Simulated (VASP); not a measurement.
# Na3HSe (Pm-3m) in VASP: a series of runs

Runs on Na3HSe. Level: PBE. Tasks: single point, relaxation of cell and atoms.

All numbers are computed with VASP 6.6.1; they aren't measurements. Logs are shortened: lines on timing, memory, paths and dates and some standing lists are left out, and cuts for length are marked.

## (1) The cell of the first run

The structure is cubic, space group Pm-3m (No. 221). The conventional cell has a = 4.559 Å, b = 4.559 Å, c = 4.559 Å, α = 90.00°, β = 90.00°, γ = 90.00°. Within 3.0 Å of Na (site symmetry 4/mmm) lie 2 H at 2.28 Å. H (site symmetry m-3m) has 6 Na at 2.28 Å within 3.0 Å. Within 4.2 Å of Se (site symmetry m-3m) lie 12 Na at 3.22 Å and 8 H at 3.95 Å.

## (2) Single point, PBE

File INCAR:

```
  PREC = Accurate
  ENCUT = 520
  EDIFF = 1E-7
  ISMEAR = 0
  SIGMA = 0.1
  LREAL = False
  LASPH = True
  NELM = 60
  ALGO = Normal
  ISIF = 2
  LWAVE = False
  LCHARG = False
  GGA = PE
  NBANDS = 22
```

File KPOINTS:

```
regular mesh
0
Gamma
  4 4 4
```

File POSCAR:

```
Na3HSe
1.0
    4.5590100000      0.0000000000      0.0000000000
    0.0000000000      4.5590100000      0.0000000000
    0.0000000000      0.0000000000      4.5590100000
Na H Se
3 1 1
Direct
    0.0000000000      0.5000000000      0.5000000000
    0.5000000000      0.0000000000      0.5000000000
    0.5000000000      0.5000000000      0.0000000000
    0.5000000000      0.5000000000      0.5000000000
    0.0000000000      0.0000000000      0.0000000000
```

Potentials or basis: VASP PAW PBE potentials, release 64 (Na_pv, H, Se).

Started as:

```console
> cat potpaw_PBE.64/Na_pv/POTCAR potpaw_PBE.64/H/POTCAR potpaw_PBE.64/Se/POTCAR > POTCAR
> mpirun -np 1 vasp_std > vasp.out
```

OUTCAR:

```text
PREC = Accurate
   ENCUT = 520
   EDIFF = 1E-7
   ISMEAR = 0
   LREAL = False
   LASPH = True
   NELM = 60
   ISIF = 2
   GGA = PE

 ion  position               nearest neighbor table
   1  0.000  0.500  0.500-
   2  0.500  0.000  0.500-
   3  0.500  0.500  0.000-
   4  0.500  0.500  0.500-
   5  0.000  0.000  0.000-

  LATTYP: Found a simple cubic cell.
 ALAT       =     4.5590100000

  Lattice vectors:

 A1 = (   4.5590100000,   0.0000000000,   0.0000000000)
 A2 = (   0.0000000000,   4.5590100000,   0.0000000000)
 A3 = (   0.0000000000,   0.0000000000,   4.5590100000)

Analysis of symmetry for initial positions (statically):
=====================================================================
 Subroutine PRICEL returns:
 Original cell was already a primitive cell.

 Routine SETGRP: Setting up the symmetry group for a
 simple cubic supercell.

 Subroutine GETGRP returns: Found 48 space group operations
 (whereof 48 operations were pure point group operations)
 out of a pool of 48 trial point group operations.

The static configuration has the point symmetry O_h .

Analysis of symmetry for dynamics (positions and initial velocities):
=====================================================================
 Subroutine PRICEL returns:
 Original cell was already a primitive cell.

 Routine SETGRP: Setting up the symmetry group for a
 simple cubic supercell.

 Subroutine GETGRP returns: Found 48 space group operations
 (whereof 48 operations were pure point group operations)
 out of a pool of 48 trial point group operations.

The dynamic configuration has the point symmetry O_h .

 Subroutine INISYM returns: Found 48 space group operations
 (whereof 48 operations are pure point group operations),
 and found     1 'primitive' translations

----------------------------------------------------------------------------------------

                                     Primitive cell

  volume of cell :      94.7571

  direct lattice vectors                    reciprocal lattice vectors
     4.559010000  0.000000000  0.000000000     0.219345867  0.000000000  0.000000000
     0.000000000  4.559010000  0.000000000     0.000000000  0.219345867  0.000000000
     0.000000000  0.000000000  4.559010000     0.000000000  0.000000000  0.219345867

  length of vectors
     4.559010000  4.559010000  4.559010000     0.219345867  0.219345867  0.219345867

  position of ions in fractional coordinates (direct lattice)
     0.000000000  0.500000000  0.500000000
     0.500000000  0.000000000  0.500000000
     0.500000000  0.500000000  0.000000000
     0.500000000  0.500000000  0.500000000
     0.000000000  0.000000000  0.000000000

  ion indices of the primitive-cell ions
   primitive index   ion index
                 1           1
                 2           2
                 3           3
                 4           4
                 5           5

----------------------------------------------------------------------------------------

 KPOINTS: regular mesh

Automatic generation of k-mesh.
 Grid dimensions read from file:
 generate k-points for:    4    4    4

 Generating k-lattice:

  Cartesian coordinates                     Fractional coordinates (reciprocal lattice)
     0.054836467  0.000000000  0.000000000     0.250000000  0.000000000  0.000000000
     0.000000000  0.054836467  0.000000000     0.000000000  0.250000000  0.000000000
     0.000000000  0.000000000  0.054836467     0.000000000  0.000000000  0.250000000

  Length of vectors
     0.054836467  0.054836467  0.054836467

  Shift w.r.t. Gamma in fractional coordinates (k-lattice)
     0.000000000  0.000000000  0.000000000

 Subroutine IBZKPT returns following result:
 ===========================================

 Found     10 irreducible k-points:

 Following reciprocal coordinates:
            Coordinates               Weight
  0.000000  0.000000  0.000000      1.000000
  0.250000  0.000000  0.000000      6.000000
  0.500000  0.000000  0.000000      3.000000
  0.250000  0.250000  0.000000     12.000000
  0.500000  0.250000  0.000000     12.000000
  0.500000  0.500000  0.000000      3.000000
  0.250000  0.250000  0.250000      8.000000
  0.500000  0.250000  0.250000     12.000000
  0.500000  0.500000  0.250000      6.000000
  0.500000  0.500000  0.500000      1.000000
   k-points           NKPTS =     10   k-points in BZ     NKDIM =     10   number of bands    NBANDS=     22
   number of dos      NEDOS =    301   number of ions     NIONS =      5
   total plane-waves  NPLWV =  46656
   dimension x,y,z NGX =    36 NGY =   36 NGZ =   36
   dimension x,y,z NGXF=    72 NGYF=   72 NGZF=   72
   ions per type =               3   1   1
   NGX,Y,Z   is equivalent  to a cutoff of  13.13, 13.13, 13.13 a.u.
   NGXF,Y,Z  is equivalent  to a cutoff of  26.26, 26.26, 26.26 a.u.
 SYSTEM =  unknown system
   PREC   = accura    normal or accurate (medium, high low for compatibility)
   ISTART =      0    job   : 0-new  1-cont  2-samecut
   ICHARG =      2    charge: 1-file 2-atom 10-const
   ISPIN  =      1    spin polarized calculation?
   LNONCOLLINEAR =      F non collinear calculations
   LSORBIT =      F    spin-orbit coupling
   LASPH  =      T    aspherical Exc in radial PAW
   ENCUT  =  520.0 eV  38.22 Ry    6.18 a.u.   8.48  8.48  8.48*2*pi/ulx,y,z
   NELM   =     60;   NELMIN=  2; NELMDL= -5     # of ELM steps
   EDIFF  = 0.1E-06   stopping-criterion for ELM
   LREAL  =      F    real-space projection
   EDIFFG = 0.1E-05   stopping-criterion for IOM
   NSW    =      0    number of steps for IOM
   IBRION =     -1    ionic relax: 0-MD 1-quasi-New 2-CG
   NFREE  =      0    steps in history (QN), initial steepest desc. (CG)
   ISIF   =      2    stress and relaxation
   ISYM   =      2    0-nonsym 1-usesym 2-fastsym
   POTIM  = 0.5000    time-step for ionic-motion
   TEBEG  =    0.0;   TEEND  =   0.0 temperature during run
   PSTRESS=    0.0 pullay stress
   NELECT =      28.0000    total number of electrons
   NUPDOWN=      -1.0000    fix difference up-down
   EMIN   =  10.00;   EMAX   =-10.00  energy-range for DOS
   EFERMI =   0.00;   METHOD = LEGACY
   ISMEAR =     0;   SIGMA  =   0.10  broadening in eV -4-tet -1-fermi 0-gaus
   EFERMI_NEDOS =   21; number of points for ismear=-14 and -15
   IALGO  =     38    algorithm
   IMIX   =      4    mixing-type and parameters
     AMIX     =   0.40;   BMIX     =  1.00
     AMIX_MAG =   1.60;   BMIX_MAG =  1.00
  volume/ion in A,a.u.               =      18.95       127.89
  Fermi-wavevector in a.u.,A,eV,Ry     =   1.090411  2.060578 16.177280  1.188997
  Thomas-Fermi vector in A             =   2.226635
   LORBIT       =      0    0 simple, 1 ext, 2 COOP (PROOUT), +10 PAW based schemes
   GGA     = PE    functional components
   LHFCALC =     F    Hartree Fock is set to
   AEXX    =    0.0000 exact exchange contribution
   IVDW    =     0    specifies the selected vdW correction
   LEPSILON=     F    determine dielectric tensor
   LRPA    =     F    only Hartree local field effects (RPA)
 non-spin polarized calculation
 Gauss-broadening in eV      SIGMA  =   0.10
  energy-cutoff  :      520.00
  volume of cell :       94.76
 maximum number of plane-waves:      2562
 NGX is ok and might be reduce to    36
   NGX = 17   NGY = 17   NGZ = 17

 number of electron      27.9999954 magnetization

 Free energy of the ion-electron system (eV)
  ---------------------------------------------------
  ext. energy  EPLUGINS =         0.00000000
  ---------------------------------------------------
  free energy    TOTEN  =       -14.26648556 eV

  energy without entropy =      -14.26648556  energy(sigma->0) =      -14.26648556

 E-fermi :   1.1153     XC(G=0):  -8.2853

 val. band max:        0.6042311999   @ k =   0.5000   0.5000   0.0000
 cond. band min:       3.3582720392   @ k =   0.5000   0.0000   0.0000
 fundamental gap:      2.7540408393
 Fermi energy:         1.1153299461

 k-point     1 :       0.0000    0.0000    0.0000
  band No.  band energies     occupation
      1     -22.4395      2.00000
      2     -22.4395      2.00000
      3     -22.4395      2.00000
      4     -22.3774      2.00000
      5     -22.3774      2.00000
      6     -22.3774      2.00000
[... 14 lines left out ...]
     21       9.8899      0.00000
     22       9.8899      0.00000

 k-point     2 :       0.2500    0.0000    0.0000
  band No.  band energies     occupation
      1     -22.4310      2.00000
      2     -22.4310      2.00000
      3     -22.4272      2.00000
      4     -22.3804      2.00000
      5     -22.3804      2.00000
      6     -22.3784      2.00000
[... 14 lines left out ...]
     21      10.2768      0.00000
     22      10.2882      0.00000

 k-point     3 :       0.5000    0.0000    0.0000
  band No.  band energies     occupation
      1     -22.4195      2.00000
      2     -22.4195      2.00000
      3     -22.3999      2.00000
      4     -22.3875      2.00000
      5     -22.3866      2.00000
      6     -22.3866      2.00000
[... 14 lines left out ...]
     21      10.7105      0.00000
     22      10.7105      0.00000
[... 126 lines left out ...]
 k-point     9 :       0.5000    0.5000    0.2500
  band No.  band energies     occupation
      1     -22.4644      2.00000
      2     -22.4329      2.00000
      3     -22.4191      2.00000
      4     -22.4191      2.00000
      5     -22.3571      2.00000
      6     -22.3571      2.00000
[... 14 lines left out ...]
     21       9.9629      0.00000
     22      12.4199      0.00000

 k-point    10 :       0.5000    0.5000    0.5000
  band No.  band energies     occupation
      1     -22.4831      2.00000
      2     -22.4324      2.00000
      3     -22.4324      2.00000
      4     -22.4324      2.00000
      5     -22.3448      2.00000
      6     -22.3448      2.00000
[... 14 lines left out ...]
     21      11.7575      0.00000
     22      11.8866      0.00000

------------------------ aborting loop because EDIFF is reached ----------------------------------------

  FORCE on cell =-STRESS in cart. coord.  units (eV):
  Direction    XX          YY          ZZ          XY          YZ          ZX
  --------------------------------------------------------------------------------------
  -------------------------------------------------------------------------------------
  Total       -0.0908223     -0.0908223     -0.0908223     -0.0000000     -0.0000000      0.0000000
  in kB       -1.5356470     -1.5356470     -1.5356470     -0.0000000     -0.0000000      0.0000000
  external PRESSURE =      -1.5356470 kB  Pullay stress =       0.0000000 kB

 VOLUME and BASIS-vectors are now :
 -----------------------------------------------------------------------------
  energy-cutoff  :      520.00
  volume of cell :       94.76
      direct lattice vectors                 reciprocal lattice vectors
     4.559010000  0.000000000  0.000000000     0.219345867  0.000000000  0.000000000
     0.000000000  4.559010000  0.000000000     0.000000000  0.219345867  0.000000000
     0.000000000  0.000000000  4.559010000     0.000000000  0.000000000  0.219345867

 POSITION                                       TOTAL-FORCE (eV/Angst)
 -----------------------------------------------------------------------------------
      0.00000      2.27950      2.27950         0.000000      0.000000      0.000000
      2.27950      0.00000      2.27950         0.000000      0.000000      0.000000
      2.27950      2.27950      0.00000         0.000000      0.000000      0.000000
      2.27950      2.27950      2.27950         0.000000      0.000000      0.000000
      0.00000      0.00000      0.00000         0.000000      0.000000      0.000000
 -----------------------------------------------------------------------------------
    total drift:                                0.000000      0.000000      0.000000

  FREE ENERGIE OF THE ION-ELECTRON SYSTEM (eV)
  ---------------------------------------------------
  free  energy   TOTEN  =       -14.2664855640 eV

  energy  without entropy=      -14.2664855640  energy(sigma->0) =      -14.26648556
```

Wall time 22 s (1 thread of Intel Xeon Platinum 8259CL at 2.50GHz (Skylake/Cascade Lake), shared host); peak memory 0.21 GiB.

Results:

| Property | Result |
| --- | --- |
| Free energy | -14.2665 eV |
| Pressure | -0.2 GPa |
| Band gap on the k mesh | 2.75 eV (least direct gap 2.89 eV) |

## (3) Single point, PBE

This run uses another cell than the first one, of 18.84 Å³/atom.

File INCAR:

```
SYSTEM = Na3HSe
PREC = Accurate
ENCUT = 520
EDIFF = 1E-7
ISMEAR = 0
SIGMA = 0.02
LREAL = .False.
LASPH = .True.
NELM = 80
ALGO = Normal
ISIF = 2
LWAVE = .False.
LCHARG = .False.
GGA = PE
NBANDS = 22
```

File KPOINTS:

```
Automatic mesh
0
Gamma
  6 6 6
  0 0 0
```

Edit POSCAR of step 2 so:

```diff
@@ -2,5 +2,5 @@
 1.0
-    4.5590100000      0.0000000000      0.0000000000
-    0.0000000000      4.5590100000      0.0000000000
-    0.0000000000      0.0000000000      4.5590100000
+    4.5502916133      0.0000000000      0.0000000000
+    0.0000000000      4.5502916133      0.0000000000
+    0.0000000000      0.0000000000      4.5502916133
 Na H Se
```

Potentials or basis: VASP PAW PBE potentials, release 64 (Na_pv, H, Se).

Started as:

```console
> cat potpaw_PBE.64/Na_pv/POTCAR potpaw_PBE.64/H/POTCAR potpaw_PBE.64/Se/POTCAR > POTCAR
> mpirun -np 1 vasp_std > vasp.out
```

It took 39 s on 1 thread of Intel Xeon Platinum 8259CL at 2.50GHz (Skylake/Cascade Lake), shared host; peak memory 0.22 GiB.

Results (log left out):

* Free energy: -14.2745 eV
* Pressure: 0.0 GPa
* Band gap on the k mesh: 2.78 eV (least direct gap 2.92 eV)

Levels at points of the mesh, in eV from the valence-band top:
| k point | band 10 | band 11 | band 12 | band 13 | band 14 | band 15 | band 16 | band 17 | band 18 | band 19 |
| --- | --- | --- | --- | --- | --- | --- | --- | --- | --- | --- |
| (0.00, 0.00, 0.00) | -10.68 | -2.74 | -0.31 | -0.31 | -0.31 | 4.29 | 5.07 | 5.07 | 7.30 | 7.30 |
| (0.50, 0.00, 0.00) | -10.53 | -3.19 | -0.51 | -0.14 | -0.14 | 2.78 | 5.78 | 5.80 | 5.80 | 8.37 |
| (0.50, 0.50, 0.00) | -10.43 | -2.21 | -1.61 | -1.61 | 0.00 | 4.98 | 5.99 | 6.05 | 6.05 | 7.30 |
| (0.50, 0.50, 0.50) | -10.36 | -1.83 | -1.18 | -1.18 | -1.18 | 3.53 | 3.53 | 3.53 | 9.10 | 9.10 |

A k mesh can miss the band edges.

## (4) Relaxation of cell and atoms, PBE

File INCAR:

```
SYSTEM = Na3HSe
PREC = Accurate
ENCUT = 600
EDIFF = 1E-6
ISMEAR = 0
SIGMA = 0.02
LREAL = .FALSE.
LASPH = .TRUE.
NELM = 100
ALGO = Normal
ISIF = 3
LWAVE = .FALSE.
LCHARG = .FALSE.
GGA = PE
IBRION = 2
NSW = 100
EDIFFG = -0.005
```

File KPOINTS:

```
Automatic mesh
0
G
  6 6 6
  0 0 0
```

Edit POSCAR of step 3 so:

```diff
@@ -2,5 +2,5 @@
 1.0
-    4.5502916133      0.0000000000      0.0000000000
-    0.0000000000      4.5502916133      0.0000000000
-    0.0000000000      0.0000000000      4.5502916133
+    4.5590100000      0.0000000000      0.0000000000
+    0.0000000000      4.5590100000      0.0000000000
+    0.0000000000      0.0000000000      4.5590100000
 Na H Se
```

Potentials or basis: VASP PAW PBE potentials, release 64 (Na_pv, H, Se).

Started as:

```console
> cat potpaw_PBE.64/Na_pv/POTCAR potpaw_PBE.64/H/POTCAR potpaw_PBE.64/Se/POTCAR > POTCAR
> mpirun -np 1 vasp_std > vasp.out
```

OUTCAR:

```text
SYSTEM = Na3HSe
   PREC = Accurate
   ENCUT = 600
   EDIFF = 1E-6
   ISMEAR = 0
   LREAL = .FALSE.
   LASPH = .TRUE.
   NELM = 100
   ISIF = 3
   GGA = PE
   IBRION = 2
   NSW = 100
   EDIFFG = -0.005

 ion  position               nearest neighbor table
   1  0.000  0.500  0.500-
   2  0.500  0.000  0.500-
   3  0.500  0.500  0.000-
   4  0.500  0.500  0.500-
   5  0.000  0.000  0.000-

  LATTYP: Found a simple cubic cell.
 ALAT       =     4.5590100000

  Lattice vectors:

 A1 = (   4.5590100000,   0.0000000000,   0.0000000000)
[... 182 lines left out ...]

  FORCE on cell =-STRESS in cart. coord.  units (eV):
  Direction    XX          YY          ZZ          XY          YZ          ZX
  --------------------------------------------------------------------------------------
  -------------------------------------------------------------------------------------
  Total       -0.0911656     -0.0911656     -0.0911656     -0.0000000      0.0000000      0.0000000
  in kB       -1.5414510     -1.5414510     -1.5414510     -0.0000000      0.0000000      0.0000000
  external PRESSURE =      -1.5414510 kB  Pullay stress =       0.0000000 kB
[... 104 lines left out ...]
--------------------------------------- Ionic step        4  -------------------------------------------

 number of electron      27.9999948 magnetization

 Free energy of the ion-electron system (eV)
  ---------------------------------------------------
  ext. energy  EPLUGINS =         0.00000000
  ---------------------------------------------------
  free energy    TOTEN  =       -14.27490078 eV

  energy without entropy =      -14.27490078  energy(sigma->0) =      -14.27490078

 E-fermi :   0.7213     XC(G=0):  -8.3011

 val. band max:        0.6122056606   @ k =   0.5000   0.5000   0.0000
 cond. band min:       3.3860869455   @ k =   0.5000   0.0000   0.0000
 fundamental gap:      2.7738812849
 Fermi energy:         0.7213072725

 k-point     1 :       0.0000    0.0000    0.0000
  band No.  band energies     occupation
      1     -22.4131      2.00000
      2     -22.4131      2.00000
      3     -22.4131      2.00000
      4     -22.3503      2.00000
      5     -22.3503      2.00000
      6     -22.3503      2.00000
[... 441 lines left out ...]
  FREE ENERGIE OF THE ION-ELECTRON SYSTEM (eV)
  ---------------------------------------------------
  free  energy   TOTEN  =       -14.2749007812 eV

  energy  without entropy=      -14.2749007812  energy(sigma->0) =      -14.27490078

 reached required accuracy - stopping structural energy minimisation
```

OSZICAR:

```text
N       E                     dE             d eps       ncg     rms          rms(c)
DAV:   1     0.228318959724E+03    0.22832E+03   -0.16141E+04   720   0.187E+03
DAV:   2     0.413412211649E+01   -0.22418E+03   -0.22028E+03   722   0.425E+02
DAV:   3    -0.145173791539E+02   -0.18652E+02   -0.18450E+02   848   0.128E+02
[... 25 lines left out ...]
DAV:   1    -0.142749949271E+02   -0.12687E-03   -0.26589E-03   762   0.859E-01    0.637E-02
DAV:   2    -0.142749214754E+02    0.73452E-04   -0.11316E-04   896   0.139E-01    0.314E-02
DAV:   3    -0.142749020310E+02    0.19444E-04   -0.40116E-05   908   0.845E-02    0.791E-03
DAV:   4    -0.142749008712E+02    0.11599E-05   -0.27603E-06   564   0.161E-02    0.123E-03
DAV:   5    -0.142749007812E+02    0.89952E-07   -0.30287E-07   360   0.565E-03
   4 F= -.14274901E+02 E0= -.14274901E+02  d E =-.247491E-03
```

It took 69 s on 1 thread of Intel Xeon Platinum 8259CL at 2.50GHz (Skylake/Cascade Lake), shared host; peak memory 0.23 GiB.

Results:

- Free energy: -14.2749 eV
- Relaxed volume: 18.88 Å³/atom
- Relaxed cell: a = 4.553 Å, b = 4.553 Å, c = 4.553 Å, α = 90.00°, β = 90.00°, γ = 90.00°
- Space group after relaxing (to 0.1 Å): Pm-3m (No. 221)
- Energy gained by relaxing: 0.0 meV/atom
- Ionic steps: 4
- Pressure after relaxing: 0.0 GPa
- Band gap on the k mesh: 2.77 eV (least direct gap 2.91 eV)

The path:
| step | energy change (eV) | largest force (eV/Å) | pressure (GPa) | volume (Å³) |
| --- | --- | --- | --- | --- |
| 1 | 0.0000 | 0.0000 | -0.15 | 94.76 |
| 2 | -0.0002 | 0.0000 | -0.04 | 94.51 |
| 3 | -0.0002 | 0.0000 | -0.08 | 94.47 |
| 4 | -0.0002 | 0.0000 | -0.04 | 94.39 |

Final structure:
```xyz
5
Lattice="4.5532 0.0000 0.0000 0.0000 4.5532 0.0000 0.0000 0.0000 4.5532" Properties=species:S:1:pos:R:3 pbc="T T T"
Na    0.0000    2.2766    2.2766
Na    2.2766    0.0000    2.2766
Na    2.2766    2.2766    0.0000
H     2.2766    2.2766    2.2766
Se    0.0000    0.0000    0.0000
```

## (5) Overview

| task | cell | k mesh | cutoff (eV) | smearing | gap on the mesh (eV) | pressure (GPa) |
| --- | --- | --- | --- | --- | --- | --- |
| single point | a = 4.559 Å, 5 atoms | 4 × 4 × 4 | 520 | gaussian 0.1 eV | 2.75 | -0.2 |
| single point | a = 4.550 Å, 5 atoms | 6 × 6 × 6 | 520 | gaussian 0.02 eV | 2.78 | 0.0 |
| relaxation of cell and atoms | relaxed from a = 4.559 Å, 5 atoms | 6 × 6 × 6 | 600 | gaussian 0.02 eV | 2.77 | 0.0 |

Alike in all rows: level PBE; potentials or basis VASP PAW PBE potentials, release 64 (Na_pv, H, Se); no spin polarisation.

Total energies depend on the potentials used, so only differences within one code and one set of settings carry meaning.
